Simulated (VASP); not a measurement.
Crystal: TaN.

```
Ta N
1.0
     5.21356    0.00000    0.00000
    -2.60678    4.51507    0.00000
     0.00000    0.00000    2.89711
Ta N
3 3
Direct
  0.00000 0.00000 0.00000
  0.33333 0.66667 0.50000
  0.66667 0.33333 0.50000
  0.50000 0.00000 0.00000
  0.50000 0.50000 0.00000
  0.00000 0.50000 0.00000
```

Base run:

```yaml
Program: VASP 6.6.1
Functional: PBEsol
Potentials_or_basis: VASP PAW PBE potentials, release 64 (Ta_sv_GW, N)
Cutoff: 600 eV
k_mesh: 5 × 5 × 7
Occupations: fermi-dirac, width 0.1 eV
Spin: no spin polarisation
```

Its results: band gap on the k mesh zero (band 27 reaches 12.73 eV, above the bottom of band 28 at 10.69 eV); pressure 0.2 GPa.

Q: The run is repeated on the same cell with these changes: potentials or basis from VASP PAW PBE potentials, release 64 (Ta_sv_GW, N) to VASP PAW PBE potentials, release 64 (Ta_pv, N); cutoff from 600 eV to 520 eV; further incar settings from ALGO = Normal; EDIFF = 1e-06; NBANDS = 36 to ALGO = Normal; EDIFF = 1e-07; NBANDS = 33; valence electrons from 54 to 48. What comes out?

A: Band gap on the k mesh zero (band 24 reaches 8.75 eV, above the bottom of band 25 at 6.70 eV); pressure 0.9 GPa.

Caveats: the PAW data sets were made with another functional, which shifts forces and pressure a little; spin-orbit coupling is left out, which moves the levels of the heavy elements.
